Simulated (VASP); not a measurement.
# Si (P2_1) in VASP: a series of runs

The runs below take Si through single point, with PBE.

Everything below comes from runs of VASP 6.6.1. Logs are shortened: lines on timing, memory, paths and dates and some standing lists are left out, and cuts for length are marked.

### 1 The cell of the first run

The structure is monoclinic, space group P2_1 (No. 4). Conventional cell: a = 3.868 Å, b = 5.470 Å, c = 3.868 Å, α = 90.00°, β = 90.00°, γ = 90.00°. Within 3.0 Å of Si (site symmetry 1) lie 4 Si at 2.30 to 2.44 Å. Within 3.0 Å of Si (site symmetry 1) lie 4 Si at 2.30 to 2.44 Å.

### 2 Single point, PBE (atoms displaced along several vibrational modes)

File INCAR:

```
SYSTEM = Si
PREC = Accurate ; ENCUT = 520
EDIFF = 1E-6 ; ISMEAR = 0
SIGMA = 0.05 ; LREAL = .FALSE.
LASPH = .TRUE. ; NELM = 80
ALGO = Normal ; ISIF = 2
LWAVE = .FALSE. ; LCHARG = .FALSE.
GGA = PE ; NBANDS = 16
```

File KPOINTS:

```
regular mesh
0
G
  8 8 6
  0 0 0
```

File POSCAR:

```
Si
1.0
    0.0000000000     -2.7347607592     -2.7347607592
    0.0000000000      2.7347607592     -2.7347607592
    5.4695215184      0.0000000000      0.0000000000
Si
4
Direct
    0.5123848346      0.4957801604      0.0000000000
   -0.0123848346      0.0042198396      0.5000000000
    0.9915724429      0.4812078718      0.2500000000
    0.5084275571      0.0187921282      0.7500000000
```

Potentials or basis: VASP PAW PBE potentials, release 64 (Si).

Command:

```bash
$ cat potpaw_PBE.64/Si/POTCAR > POTCAR
$ mpirun -np 1 vasp_std > vasp.out
```

OUTCAR:

```text
SYSTEM = Si
   PREC = Accurate
   ENCUT = 520
   EDIFF = 1E-6
   ISMEAR = 0
   LREAL = .FALSE.
   LASPH = .TRUE.
   NELM = 80
   ISIF = 2
   GGA = PE

 ion  position               nearest neighbor table
   1  0.512  0.496  0.000-   4 2.30   3 2.30   3 2.44   4 2.44
   2  0.988  0.004  0.500-   3 2.30   4 2.30   4 2.44   3 2.44
   3  0.992  0.481  0.250-   2 2.30   1 2.30   1 2.44   2 2.44
   4  0.508  0.019  0.750-   1 2.30   2 2.30   2 2.44   1 2.44

  LATTYP: Found a simple tetragonal cell.
 ALAT       =     3.8675357555
 C/A-ratio  =     1.4142135624

  Lattice vectors:

 A1 = (   0.0000000000,  -2.7347607592,  -2.7347607592)
 A2 = (   0.0000000000,   2.7347607592,  -2.7347607592)
 A3 = (   5.4695215184,   0.0000000000,   0.0000000000)

Analysis of symmetry for initial positions (statically):
=====================================================================
 Subroutine PRICEL returns:
 Original cell was already a primitive cell.

 Routine SETGRP: Setting up the symmetry group for a
 simple tetragonal supercell.

 Subroutine GETGRP returns: Found  2 space group operations
 (whereof  1 operations were pure point group operations)
 out of a pool of 16 trial point group operations.

The static configuration has the point symmetry C_1 .
 The point group associated with its full space group is C_2 .

Analysis of symmetry for dynamics (positions and initial velocities):
=====================================================================
 Subroutine PRICEL returns:
 Original cell was already a primitive cell.

 Routine SETGRP: Setting up the symmetry group for a
 simple tetragonal supercell.

 Subroutine GETGRP returns: Found  2 space group operations
 (whereof  1 operations were pure point group operations)
 out of a pool of 16 trial point group operations.

The dynamic configuration has the point symmetry C_1 .
 The point group associated with its full space group is C_2 .

 Subroutine INISYM returns: Found  2 space group operations
 (whereof  1 operations are pure point group operations),
 and found     1 'primitive' translations

----------------------------------------------------------------------------------------

                                     Primitive cell

  volume of cell :      81.8122

  direct lattice vectors                    reciprocal lattice vectors
     0.000000000 -2.734760759 -2.734760759     0.000000000 -0.182831349 -0.182831349
     0.000000000  2.734760759 -2.734760759     0.000000000  0.182831349 -0.182831349
     5.469521518  0.000000000  0.000000000     0.182831349  0.000000000  0.000000000

  length of vectors
     3.867535756  3.867535756  5.469521518     0.258562574  0.258562574  0.182831349

  position of ions in fractional coordinates (direct lattice)
     0.512384835  0.495780160  0.000000000
     0.987615165  0.004219840  0.500000000
     0.991572443  0.481207872  0.250000000
     0.508427557  0.018792128  0.750000000

  ion indices of the primitive-cell ions
   primitive index   ion index
                 1           1
                 2           2
                 3           3
                 4           4

----------------------------------------------------------------------------------------

 KPOINTS: regular mesh

Automatic generation of k-mesh.
 Grid dimensions read from file:
 generate k-points for:    8    8    6

 Generating k-lattice:

  Cartesian coordinates                     Fractional coordinates (reciprocal lattice)
     0.000000000 -0.022853919 -0.022853919     0.125000000  0.000000000  0.000000000
     0.000000000  0.022853919 -0.022853919     0.000000000  0.125000000  0.000000000
     0.030471892  0.000000000  0.000000000     0.000000000  0.000000000  0.166666667

  Length of vectors
     0.032320322  0.032320322  0.030471892

  Shift w.r.t. Gamma in fractional coordinates (k-lattice)
     0.000000000  0.000000000  0.000000000

 Subroutine IBZKPT returns following result:
 ===========================================

 Found    136 irreducible k-points:

 Following reciprocal coordinates:
            Coordinates               Weight
  0.000000  0.000000  0.000000      1.000000
  0.125000  0.000000  0.000000      2.000000
  0.000000  0.125000  0.000000      2.000000
  0.250000  0.000000  0.000000      2.000000
  0.000000  0.250000  0.000000      2.000000
  0.375000  0.000000  0.000000      2.000000
[... 16 lines left out ...]
 -0.250000  0.250000  0.000000      2.000000
  0.375000  0.250000  0.000000      2.000000
 [... further k-points ...]
   k-points           NKPTS =    136   k-points in BZ     NKDIM =    136   number of bands    NBANDS=     16
   number of dos      NEDOS =    301   number of ions     NIONS =      4
   total plane-waves  NPLWV =  37800
   dimension x,y,z NGX =    30 NGY =   30 NGZ =   42
   dimension x,y,z NGXF=    60 NGYF=   60 NGZF=   84
   ions per type =               4
   NGX,Y,Z   is equivalent  to a cutoff of  12.90, 12.90, 12.77 a.u.
   NGXF,Y,Z  is equivalent  to a cutoff of  25.79, 25.79, 25.53 a.u.
 SYSTEM =  Si
   PREC   = accura    normal or accurate (medium, high low for compatibility)
   ISTART =      0    job   : 0-new  1-cont  2-samecut
   ICHARG =      2    charge: 1-file 2-atom 10-const
   ISPIN  =      1    spin polarized calculation?
   LNONCOLLINEAR =      F non collinear calculations
   LSORBIT =      F    spin-orbit coupling
   LASPH  =      T    aspherical Exc in radial PAW
   ENCUT  =  520.0 eV  38.22 Ry    6.18 a.u.   7.19  7.19 10.17*2*pi/ulx,y,z
   NELM   =     80;   NELMIN=  2; NELMDL= -5     # of ELM steps
   EDIFF  = 0.1E-05   stopping-criterion for ELM
   LREAL  =      F    real-space projection
   EDIFFG = 0.1E-04   stopping-criterion for IOM
   NSW    =      0    number of steps for IOM
   IBRION =     -1    ionic relax: 0-MD 1-quasi-New 2-CG
   NFREE  =      0    steps in history (QN), initial steepest desc. (CG)
   ISIF   =      2    stress and relaxation
   ISYM   =      2    0-nonsym 1-usesym 2-fastsym
   POTIM  = 0.5000    time-step for ionic-motion
   TEBEG  =    0.0;   TEEND  =   0.0 temperature during run
   PSTRESS=    0.0 pullay stress
   NELECT =      16.0000    total number of electrons
   NUPDOWN=      -1.0000    fix difference up-down
   EMIN   =  10.00;   EMAX   =-10.00  energy-range for DOS
   EFERMI =   0.00;   METHOD = LEGACY
   ISMEAR =     0;   SIGMA  =   0.05  broadening in eV -4-tet -1-fermi 0-gaus
   EFERMI_NEDOS =   21; number of points for ismear=-14 and -15
   IALGO  =     38    algorithm
   IMIX   =      4    mixing-type and parameters
     AMIX     =   0.40;   BMIX     =  1.00
     AMIX_MAG =   1.60;   BMIX_MAG =  1.00
  volume/ion in A,a.u.               =      20.45       138.02
  Fermi-wavevector in a.u.,A,eV,Ry     =   0.950259  1.795730 12.285964  0.902993
  Thomas-Fermi vector in A             =   2.078619
   LORBIT       =      0    0 simple, 1 ext, 2 COOP (PROOUT), +10 PAW based schemes
   GGA     = PE    functional components
   LHFCALC =     F    Hartree Fock is set to
   AEXX    =    0.0000 exact exchange contribution
   IVDW    =     0    specifies the selected vdW correction
   LEPSILON=     F    determine dielectric tensor
   LRPA    =     F    only Hartree local field effects (RPA)
 non-spin polarized calculation
 Gauss-broadening in eV      SIGMA  =   0.05
  energy-cutoff  :      520.00
  volume of cell :       81.81
 maximum number of plane-waves:      2248
 NGX is ok and might be reduce to    30
   NGX = 15   NGY = 15   NGZ = 21

 number of electron      15.9999999 magnetization

 Free energy of the ion-electron system (eV)
  ---------------------------------------------------
  ext. energy  EPLUGINS =         0.00000000
  ---------------------------------------------------
  free energy    TOTEN  =       -21.54541154 eV

  energy without entropy =      -21.54541154  energy(sigma->0) =      -21.54541154

 E-fermi :   5.8506     XC(G=0):  -9.3243

 val. band max:        5.6325474866   @ k =   0.0000   0.0000   0.0000
 cond. band min:       6.1802205559   @ k =   0.0000   0.0000   0.1667
 fundamental gap:      0.5476730693
 Fermi energy:         5.8505917616

 k-point     1 :       0.0000    0.0000    0.0000
  band No.  band energies     occupation
      1      -6.2231      2.00000
      2      -2.1610      2.00000
      3      -2.1520      2.00000
      4       2.8028      2.00000
      5       2.8214      2.00000
      6       5.6118      2.00000
[... 8 lines left out ...]
     15      13.2448      0.00000
     16      13.3174      0.00000

 k-point     2 :       0.1250    0.0000    0.0000
  band No.  band energies     occupation
      1      -6.0900      2.00000
      2      -2.2301      2.00000
      3      -2.0086      2.00000
      4       2.1566      2.00000
      5       2.9170      2.00000
      6       4.5783      2.00000
[... 8 lines left out ...]
     15      12.7316      0.00000
     16      13.0930      0.00000

 k-point     3 :       0.0000    0.1250    0.0000
  band No.  band energies     occupation
      1      -6.0901      2.00000
      2      -2.2230      2.00000
      3      -2.0158      2.00000
      4       2.1567      2.00000
      5       2.9160      2.00000
      6       4.5758      2.00000
[... 8 lines left out ...]
     15      12.7300      0.00000
     16      13.0932      0.00000

 k-point     4 :       0.2500    0.0000    0.0000
  band No.  band energies     occupation
      1      -5.6971      2.00000
      2      -2.5662      2.00000
      3      -1.5782      2.00000
      4       1.4015      2.00000
      5       2.9573      2.00000
      6       3.2085      2.00000
[... 8 lines left out ...]
     15      11.9670      0.00000
     16      12.9328      0.00000
[... 324 lines left out ...]
 k-point    22 :       0.2500    0.2500    0.0000
  band No.  band energies     occupation
      1      -5.1705      2.00000
      2      -2.0060      2.00000
      3      -1.9945      2.00000
      4       1.8298      2.00000
      5       1.8357      2.00000
      6       2.1308      2.00000
[... 8 lines left out ...]
     15      11.2958      0.00000
     16      11.3404      0.00000

 k-point    23 :      -0.2500    0.2500    0.0000
  band No.  band energies     occupation
      1      -5.1705      2.00000
      2      -2.0070      2.00000
      3      -1.9933      2.00000
      4       1.8299      2.00000
      5       1.8373      2.00000
      6       2.1248      2.00000
[... 8 lines left out ...]
     15      11.2843      0.00000
     16      11.3439      0.00000

 k-point    24 :       0.3750    0.2500    0.0000
  band No.  band energies     occupation
      1      -4.5406      2.00000
      2      -2.7417      2.00000
      3      -1.3111      2.00000
      4       0.9041      2.00000
      5       1.7794      2.00000
      6       2.3213      2.00000
[... 8 lines left out ...]
     15      12.3182      0.00000
     16      12.9065      0.00000

 [... further k-points ...]

------------------------ aborting loop because EDIFF is reached ----------------------------------------

  FORCE on cell =-STRESS in cart. coord.  units (eV):
  Direction    XX          YY          ZZ          XY          YZ          ZX
  --------------------------------------------------------------------------------------
  -------------------------------------------------------------------------------------
  Total        0.4742938      0.2898946      0.1827759      0.0000000     -0.0340562      0.0000000
  in kB        9.2883801      5.6771803      3.5794098      0.0000000     -0.6669429      0.0000000
  external PRESSURE =       6.1816567 kB  Pullay stress =       0.0000000 kB

 VOLUME and BASIS-vectors are now :
 -----------------------------------------------------------------------------
  energy-cutoff  :      520.00
  volume of cell :       81.81
      direct lattice vectors                 reciprocal lattice vectors
     0.000000000 -2.734760759 -2.734760759     0.000000000 -0.182831349 -0.182831349
     0.000000000  2.734760759 -2.734760759     0.000000000  0.182831349 -0.182831349
     5.469521518  0.000000000  0.000000000     0.182831349  0.000000000  0.000000000

 POSITION                                       TOTAL-FORCE (eV/Angst)
 -----------------------------------------------------------------------------------
      0.00000     -0.04541     -2.75709         0.026656      1.205210     -0.012153
      2.73476     -2.68935     -2.71243         0.026656     -1.205210      0.012153
      1.36738     -1.39573     -4.02770        -0.026656      0.115954     -1.265397
      4.10214     -1.33904     -1.44182        -0.026656     -0.115954      1.265397
 -----------------------------------------------------------------------------------
    total drift:                               -0.000001      0.000000     -0.000000

  FREE ENERGIE OF THE ION-ELECTRON SYSTEM (eV)
  ---------------------------------------------------
  free  energy   TOTEN  =       -21.5454115415 eV

  energy  without entropy=      -21.5454115415  energy(sigma->0) =      -21.54541154
```

Run time: 58 s. Hardware: 1 thread of AMD EPYC 9R45 (Zen 5), shared host; peak memory 0.23 GiB.

What came out:

```
Free energy            : -21.5454 eV
Pressure               : 0.6 GPa
Largest force          : 1.271 eV/Å
Band gap on the k mesh : 0.55 eV
```

Forces in eV/Å, atoms in the order of the input:
```
Si   0.027  1.205 -0.012
Si   0.027 -1.205  0.012
Si  -0.027  0.116 -1.265
Si  -0.027 -0.116  1.265
```

Stress tensor (GPa, compression positive):
```
 0.93  0.00  0.00
 0.00  0.57 -0.07
 0.00 -0.07  0.36
```

Caveat: the cell differs from its parent crystal (atoms displaced along several vibrational modes); forces of over 1 eV/Å act on the atoms, so gaps and moduli don't describe the material at rest.

### 3 Single point, PBE (atoms displaced along several vibrational modes)

File INCAR:

```
SYSTEM = Si
  ALGO = Normal
  EDIFF = 1E-6
  ENCUT = 520
  GGA = PE
  ISIF = 2
  ISMEAR = 0
  LASPH = .True.
  LCHARG = .False.
  LREAL = .False.
  LWAVE = .False.
  NBANDS = 16
  NELM = 80
  PREC = Accurate
  SIGMA = 0.05
```

File KPOINTS:

```
k-points
0
Gamma
  8 8 6
  0 0 0
```

File POSCAR:

```
Si
1.0
    0.0000000000     -2.7347607592     -2.7347607592
    0.0000000000      2.7347607592     -2.7347607592
    5.4695215184      0.0000000000      0.0000000000
Si
4
Direct
    0.5065656026      0.5117207452      0.0000000000
   -0.0065656026     -0.0117207452      0.5000000000
    1.0013625046      0.4825262629      0.2500000000
    0.4986374954      0.0174737371      0.7500000000
```

Potentials or basis: VASP PAW PBE potentials, release 64 (Si).

Command:

```bash
$ cat potpaw_PBE.64/Si/POTCAR > POTCAR
$ mpirun -np 1 vasp_std > vasp.out
```

It took 58 s on 1 thread of AMD EPYC 9R45 (Zen 5), shared host; peak memory 0.23 GiB.

It converged, with:

| Item | Value |
| --- | --- |
| Free energy | -21.6728 eV |
| Pressure | -0.1 GPa |
| Largest force | 0.395 eV/Å |
| Band gap on the k mesh | 0.62 eV |

Forces in eV/Å, atoms in the order of the input:
```
Si   0.028  0.240  0.096
Si   0.028 -0.240 -0.096
Si  -0.028  0.130 -0.372
Si  -0.028 -0.130  0.372
```

Stress tensor (GPa, compression positive):
```
-0.14  0.00  0.00
 0.00 -0.07 -0.05
 0.00 -0.05 -0.17
```

Levels at points of the mesh, in eV from the valence-band top:
```
           k point  band 6  band 7  band 8  band 9  band 10  band 11
(0.00, 0.00, 0.00)   -0.08    0.00    0.00    0.74     0.79     2.54
(0.50, 0.00, 0.00)   -3.66   -1.35   -1.28    2.39     2.44     4.66
(0.00, 0.50, 0.00)   -3.66   -1.34   -1.26    2.40     2.45     4.65
(0.50, 0.50, 0.00)   -2.80   -2.80   -2.77    0.69     0.73     0.73
(0.00, 0.00, 0.50)   -1.86   -1.85   -1.85    1.14     1.14     3.09
(0.50, 0.00, 0.50)   -1.23   -1.14   -1.14    1.45     1.45     3.29
(0.00, 0.50, 0.50)   -1.22   -1.14   -1.14    1.44     1.44     3.30
(0.50, 0.50, 0.50)   -3.80   -3.75   -3.75    4.18     4.18     4.29
```

Caveat: the cell differs from its parent crystal (atoms displaced along several vibrational modes).
